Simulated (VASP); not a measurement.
# HC8 in VASP: single point with PBE+D3(BJ)

Aim: the single point of HC8 with PBE+D3(BJ).

All numbers are computed with VASP 6.6.1; they aren't measurements. Logs are shortened: lines on timing, memory, paths and dates and some standing lists are left out, and cuts for length are marked.

## 1. The cell of the first run

The cell holds a slab with vacuum, 9 atoms: a = 4.931 Å, b = 4.931 Å, c = 17.000 Å, α = 90.00°, β = 90.00°, γ = 120.00°.

## 2. Single point, PBE+D3(BJ), collinear spin

INCAR reads:

```
PREC     = Accurate       # precision mode
ENCUT    = 520            # plane-wave cutoff, eV
EDIFF    = 1E-6           # SCF threshold, eV
ISMEAR   = 0              # smearing method
SIGMA    = 0.1            # smearing width, eV
LREAL    = F              # projectors in reciprocal space
LASPH    = T              # aspherical terms in the spheres
NELM     = 150            # most SCF steps
ALGO     = Normal         # electronic algorithm
ISIF     = 2              # what is computed and relaxed
LWAVE    = F              # write WAVECAR
LCHARG   = F              # write CHGCAR
ISPIN    = 2              # spin polarisation
MAGMOM   = 0 0 0 0 0 0 0 0 1 # initial moments
LORBIT   = 11             # projections on sites
LDIPOL   = T            
IDIPOL   = 3            
DIPOL    = 0.5 0.5 0.249
GGA      = PE             # functional
IVDW     = 12             # dispersion correction
NBANDS   = 30             # bands
```

KPOINTS reads:

```
regular mesh
0
Gamma
  6 6 1
```

POSCAR reads:

```
HC8
1.0
    4.9313048824     -0.0000000001      0.0000000000
   -2.4656524412      4.2706353020      0.0000000000
    0.0000000000      0.0000000000     17.0000331944
C H
8 1
Direct
    0.3333333333      0.1666666667      0.2352956108
    0.3333333333      0.6666666667      0.2352956108
    0.8333333333      0.1666666667      0.2352956108
    0.8333333333      0.6666666667      0.2352956108
    0.1666666667      0.3333333333      0.2352936582
    0.1666666667      0.8333333333      0.2352936582
    0.6666666667      0.3333333333      0.2352936582
    0.6666666667      0.8333333333      0.2352936582
    0.4166666667      0.1666666667      0.3605894838
```

Potentials or basis: VASP PAW PBE potentials, release 64 (C, H).

The run is started by

```console
> cat potpaw_PBE.64/C/POTCAR potpaw_PBE.64/H/POTCAR > POTCAR
> mpirun -np 1 vasp_std > vasp.out
```

OUTCAR:

```text
PREC = Accurate
   ENCUT = 520
   EDIFF = 1E-6
   ISMEAR = 0
   LREAL = F
   LASPH = T
   NELM = 150
   ISIF = 2
   ISPIN = 2
   LORBIT = 11
   GGA = PE
   IVDW = 12
 IVDW          = 12

 ion  position               nearest neighbor table
   1  0.333  0.167  0.235-   5 1.42   7 1.42   6 1.42
   2  0.333  0.667  0.235-   6 1.42   8 1.42   5 1.42
   3  0.833  0.167  0.235-   7 1.42   5 1.42   8 1.42
   4  0.833  0.667  0.235-   8 1.42   6 1.42   7 1.42
   5  0.167  0.333  0.235-   1 1.42   3 1.42   2 1.42
   6  0.167  0.833  0.235-   2 1.42   4 1.42   1 1.42
   7  0.667  0.333  0.235-   3 1.42   1 1.42   4 1.42
   8  0.667  0.833  0.235-   4 1.42   2 1.42   3 1.42
   9  0.417  0.167  0.361-

  LATTYP: Found a hexagonal cell.
 ALAT       =     4.9313048824
 C/A-ratio  =     3.4473701383

  Lattice vectors:

 A1 = (   4.9313048824,  -0.0000000001,   0.0000000000)
 A2 = (  -2.4656524412,   4.2706353020,   0.0000000000)
 A3 = (   0.0000000000,   0.0000000000,  17.0000331944)

Analysis of symmetry for initial positions (statically):
=====================================================================
 Subroutine PRICEL returns:
 Original cell was already a primitive cell.

 Routine SETGRP: Setting up the symmetry group for a
 hexagonal supercell.

 Subroutine GETGRP returns: Found  1 space group operations
 (whereof  1 operations were pure point group operations)
 out of a pool of 24 trial point group operations.

The static configuration has the point symmetry C_1 .

Analysis of symmetry for dynamics (positions and initial velocities):
=====================================================================
 Subroutine PRICEL returns:
 Original cell was already a primitive cell.

 Routine SETGRP: Setting up the symmetry group for a
 hexagonal supercell.

 Subroutine GETGRP returns: Found  1 space group operations
 (whereof  1 operations were pure point group operations)
 out of a pool of 24 trial point group operations.

The dynamic configuration has the point symmetry C_1 .

Analysis of structural, dynamic, and magnetic symmetry:
=====================================================================
 Subroutine PRICEL returns:
 Original cell was already a primitive cell.

 Routine SETGRP: Setting up the symmetry group for a
 hexagonal supercell.

 Subroutine GETGRP returns: Found  1 space group operations
 (whereof  1 operations were pure point group operations)
 out of a pool of 24 trial point group operations.

The overall configuration has the point symmetry C_1 .

 Subroutine INISYM returns: Found  1 space group operations
 (whereof  1 operations are pure point group operations),
 and found     1 'primitive' translations

----------------------------------------------------------------------------------------

                                     Primitive cell

  volume of cell :     358.0174

  direct lattice vectors                    reciprocal lattice vectors
     4.931304882 -0.000000000  0.000000000     0.202786083  0.117078599  0.000000000
    -2.465652441  4.270635302  0.000000000     0.000000000  0.234157199  0.000000000
     0.000000000  0.000000000 17.000033194     0.000000000  0.000000000  0.058823415

  length of vectors
     4.931304882  4.931304882 17.000033194     0.234157199  0.234157199  0.058823415

  position of ions in fractional coordinates (direct lattice)
     0.333333333  0.166666667  0.235295611
     0.333333333  0.666666667  0.235295611
     0.833333333  0.166666667  0.235295611
     0.833333333  0.666666667  0.235295611
     0.166666667  0.333333333  0.235293658
     0.166666667  0.833333333  0.235293658
     0.666666667  0.333333333  0.235293658
     0.666666667  0.833333333  0.235293658
     0.416666667  0.166666667  0.360589484

  ion indices of the primitive-cell ions
   primitive index   ion index
                 1           1
                 2           2
                 3           3
                 4           4
                 5           5
[... 63 lines left out ...]
   ISTART =      0    job   : 0-new  1-cont  2-samecut
   ICHARG =      2    charge: 1-file 2-atom 10-const
   ISPIN  =      2    spin polarized calculation?
   LNONCOLLINEAR =      F non collinear calculations
   LSORBIT =      F    spin-orbit coupling
   LASPH  =      T    aspherical Exc in radial PAW
   ENCUT  =  520.0 eV  38.22 Ry    6.18 a.u.   9.17  9.17 31.61*2*pi/ulx,y,z
   NELM   =    150;   NELMIN=  2; NELMDL= -5     # of ELM steps
   EDIFF  = 0.1E-05   stopping-criterion for ELM
   LREAL  =      F    real-space projection
   EDIFFG = 0.1E-04   stopping-criterion for IOM
   NSW    =      0    number of steps for IOM
   IBRION =     -1    ionic relax: 0-MD 1-quasi-New 2-CG
   NFREE  =      0    steps in history (QN), initial steepest desc. (CG)
   ISIF   =      2    stress and relaxation
   ISYM   =      2    0-nonsym 1-usesym 2-fastsym
   POTIM  = 0.5000    time-step for ionic-motion
   TEBEG  =    0.0;   TEEND  =   0.0 temperature during run
   PSTRESS=    0.0 pullay stress
   NELECT =      33.0000    total number of electrons
   NUPDOWN=      -1.0000    fix difference up-down
   EMIN   =  10.00;   EMAX   =-10.00  energy-range for DOS
   EFERMI =   0.00;   METHOD = LEGACY
   ISMEAR =     0;   SIGMA  =   0.10  broadening in eV -4-tet -1-fermi 0-gaus
   EFERMI_NEDOS =   21; number of points for ismear=-14 and -15
   IALGO  =     38    algorithm
   IMIX   =      4    mixing-type and parameters
     AMIX     =   0.40;   BMIX     =  1.00
     AMIX_MAG =   1.60;   BMIX_MAG =  1.00
  volume/ion in A,a.u.               =      39.78       268.45
  Fermi-wavevector in a.u.,A,eV,Ry     =   0.739511  1.397474  7.440711  0.546877
  Thomas-Fermi vector in A             =   1.833692
   LORBIT       =     11    0 simple, 1 ext, 2 COOP (PROOUT), +10 PAW based schemes
   GGA     = PE    functional components
   LHFCALC =     F    Hartree Fock is set to
   AEXX    =    0.0000 exact exchange contribution
   IVDW    =    12    specifies the selected vdW correction
   LEPSILON=     F    determine dielectric tensor
   LRPA    =     F    only Hartree local field effects (RPA)
 spin polarized calculation
 Gauss-broadening in eV      SIGMA  =   0.10
  energy-cutoff  :      520.00
  volume of cell :      358.02
 maximum number of plane-waves:      9678
 NGX is ok and might be reduce to    40
   NGX = 19   NGY = 19   NGZ = 63

 dipolmoment           0.000000      0.000000     -0.005927 electrons x Angstroem

 number of electron      32.9999997 magnetization       0.9781625

 dipolmoment           0.000000      0.000000      0.064573 electrons x Angstroem

 Free energy of the ion-electron system (eV)
  ---------------------------------------------------
  ext. energy  EPLUGINS =         0.00000000
  ---------------------------------------------------
  free energy    TOTEN  =       -74.74972784 eV

  energy without entropy =      -74.74699274  energy(sigma->0) =      -74.74836029

 E-fermi :  -2.6613     XC(G=0):  -2.7573

 val. band max:       -2.7179998775   @ k =   0.3333   0.3333   0.0000
 cond. band min:      -2.6082915953   @ k =   0.3333   0.3333   0.0000
 fundamental gap:      0.1097082822
 Fermi energy:        -2.6613151579

 spin component 1

 k-point     1 :       0.0000    0.0000    0.0000
  band No.  band energies     occupation
      1     -22.1937      1.00000
      2     -16.9804      1.00000
      3     -16.9434      1.00000
      4     -16.9308      1.00000
      5     -15.9111      1.00000
      6     -15.9053      1.00000
[... 609 lines left out ...]
     27       4.3884      0.00000
     28       4.8084      0.00000
 Fermi energy:        -2.6613151579

 spin component 2

 k-point     1 :       0.0000    0.0000    0.0000
  band No.  band energies     occupation
      1     -22.1807      1.00000
      2     -16.9642      1.00000
      3     -16.9281      1.00000
      4     -16.9202      1.00000
      5     -15.9008      1.00000
      6     -15.8957      1.00000
[... 609 lines left out ...]
     27       4.8583      0.00000
     28       4.8881      0.00000
 [bands above 28 left out]

------------------------ aborting loop because EDIFF is reached ----------------------------------------

 vacuum level on the upper side and lower side of the slab       (xc-potential included)         0.174        -0.268

 Edisp (eV)   -0.79165

 E8    (eV) :    -0.2418

  FORCE on cell =-STRESS in cart. coord.  units (eV):
  Direction    XX          YY          ZZ          XY          YZ          ZX
  --------------------------------------------------------------------------------------
  -------------------------------------------------------------------------------------
  Total       0.37631     0.34599     0.68366     0.12625    -0.01842    -0.02135
  in kB       1.68402     1.54835     3.05946     0.56499    -0.08244    -0.09555
  external pressure =        2.10 kB  Pullay stress =        0.00 kB

 VOLUME and BASIS-vectors are now :
 -----------------------------------------------------------------------------
  energy-cutoff  :      520.00
  volume of cell :      358.02
      direct lattice vectors                 reciprocal lattice vectors
     4.931304882 -0.000000000  0.000000000     0.202786083  0.117078599  0.000000000
    -2.465652441  4.270635302  0.000000000     0.000000000  0.234157199  0.000000000
     0.000000000  0.000000000 17.000033194     0.000000000  0.000000000  0.058823415

 POSITION                                       TOTAL-FORCE (eV/Angst)
 -----------------------------------------------------------------------------------
      1.23283      0.71177      4.00003        -0.077636     -0.012594      0.056949
     -0.00000      2.84709      4.00003        -0.022558     -0.009206      0.005027
      3.69848      0.71177      4.00003         0.016922      0.023537     -0.028708
      2.46565      2.84709      4.00003         0.038668     -0.010815     -0.026971
      0.00000      1.42355      4.00000        -0.104083      0.049095     -0.091028
     -1.23283      3.55886      4.00000        -0.019040     -0.166416     -0.134196
      2.46565      1.42355      4.00000         0.187544      0.127435     -0.173451
      1.23283      3.55886      4.00000        -0.009858      0.007529      0.045291
      1.64377      0.71177      6.13003        -0.009959     -0.008564      0.347086
 -----------------------------------------------------------------------------------
    total drift:                                0.000022      0.000030     -0.000814

  FREE ENERGIE OF THE ION-ELECTRON SYSTEM (eV)
  ---------------------------------------------------
  free  energy   TOTEN  =       -75.5413780651 eV

  energy  without entropy=      -75.5386429678  energy(sigma->0) =      -75.54001052

 vacuum level on the upper side and lower side of the slab         2.115         1.616

 total charge

# of ion       s       p       d       tot
------------------------------------------
    1        0.865   1.782   0.000   2.647
    2        0.863   1.786   0.000   2.649
    3        0.863   1.786   0.000   2.649
    4        0.863   1.787   0.000   2.649
    5        0.863   1.787   0.000   2.650
    6        0.863   1.786   0.000   2.650
    7        0.864   1.785   0.000   2.649
    8        0.863   1.785   0.000   2.649
    9        0.393   0.002   0.000   0.394
--------------------------------------------------
tot          7.298  14.287   0.000  21.585

 magnetization (x)

# of ion       s       p       d       tot
------------------------------------------
    1        0.002  -0.010   0.000  -0.008
    2       -0.001  -0.016   0.000  -0.017
    3       -0.001  -0.014   0.000  -0.016
    4       -0.001  -0.015   0.000  -0.016
    5        0.002   0.022   0.000   0.024
    6        0.002   0.024   0.000   0.026
    7        0.003   0.026   0.000   0.029
    8        0.001   0.018   0.000   0.019
    9        0.363   0.000   0.000   0.363
--------------------------------------------------
tot          0.370   0.035   0.000   0.405
```

Run time: 25 min. Hardware: 1 thread of Intel Xeon 8259CL, shared host; peak memory 0.77 GiB.

What came out:

| Property | Result |
| --- | --- |
| Free energy | -75.5414 eV |
| Largest force | 0.347 eV/Å |
| Band gap on the k mesh | 0.11 eV |
| Net moment | 0.98 μB per cell |
| Site moments | C -0.01, -0.02, +0.02, +0.03 (each value once); H +0.36 μB |
| Valence electrons inside the program's atomic spheres | C 2.65; H 0.39 |
| Dispersion energy per atom | -0.088 eV |

Forces in eV/Å, atoms in the order of the input:
```
C   -0.078 -0.013  0.057
C   -0.023 -0.009  0.005
C    0.017  0.024 -0.029
C    0.039 -0.011 -0.027
C   -0.104  0.049 -0.091
C   -0.019 -0.166 -0.134
C    0.188  0.127 -0.173
C   -0.010  0.008  0.045
H   -0.010 -0.009  0.347
```

Caveat: a moment this small can come from the mesh or the smearing.
